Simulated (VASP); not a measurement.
Set up this calculation in VASP 6.6.1, as the native input.

| Quantity | Value |
| --- | --- |
| Task | single point |
| Functional | PBEsol |
| Potentials or basis | VASP PAW PBE potentials, release 64 (C) |
| Cutoff | 520 eV |
| k mesh | 18 × 18 × 18 |
| Occupations | fermi-dirac, width 0.05 eV |
| Spin | no spin polarisation |
| Dipole correction | no |
| Further INCAR settings | ALGO = Normal; EDIFF = 1e-07; NBANDS = 11 |

The structure of C lies in POSCAR:

```
C
1.0
    0.0000000000      2.1482700000      3.3480000000
    1.2402800000      0.0000000000      3.3480000000
    1.2402800000      2.1482700000      0.0000000000
C
2
Direct
    0.1666700000      0.8333300000      0.1666700000
    0.8333300000      0.1666700000      0.8333300000
```

This cell differs from its parent crystal: equal xx and yy strain of +1 %.

One way to write it, as run:

INCAR

```
ALGO     = Normal         # electronic algorithm
EDIFF    = 1E-7           # SCF threshold, eV
ENCUT    = 520            # plane-wave cutoff, eV
GGA      = PS             # functional
ISIF     = 2              # what is computed and relaxed
ISMEAR   = -1             # smearing method
LASPH    = True           # aspherical terms in the spheres
LCHARG   = True           # write CHGCAR
LELF     = True           # ELF
LREAL    = False          # projectors in reciprocal space
LVHAR    = True         
LWAVE    = False          # write WAVECAR
NBANDS   = 11             # bands
NELM     = 60             # most SCF steps
PREC     = Accurate       # precision mode
SIGMA    = 0.05           # smearing width, eV
```

KPOINTS

```
k-points
0
Gamma
  18 18 18
```

Potentials or basis: VASP PAW PBE potentials, release 64 (C).

Launch:

```sh
$ cat potpaw_PBE.64/C/POTCAR > POTCAR
$ mpirun -np 1 vasp_std > vasp.out
```

It gave:

| Property | Result |
| --- | --- |
| Pressure | -6.0 GPa |
| Largest force | 0.004 eV/Å |
| Band gap on the k mesh | 0.08 eV, indirect (least direct gap 0.16 eV) |

Caveat: the cell differs from its parent crystal (equal xx and yy strain of +1 %); the PAW data sets were made with another functional, which shifts forces and pressure a little.

It took 2.1 min on 1 thread of Intel(R) Xeon(R) Platinum 8375C CPU @ 2.90GHz (Ice Lake), with other jobs on the host, peak memory 0.24 GiB.
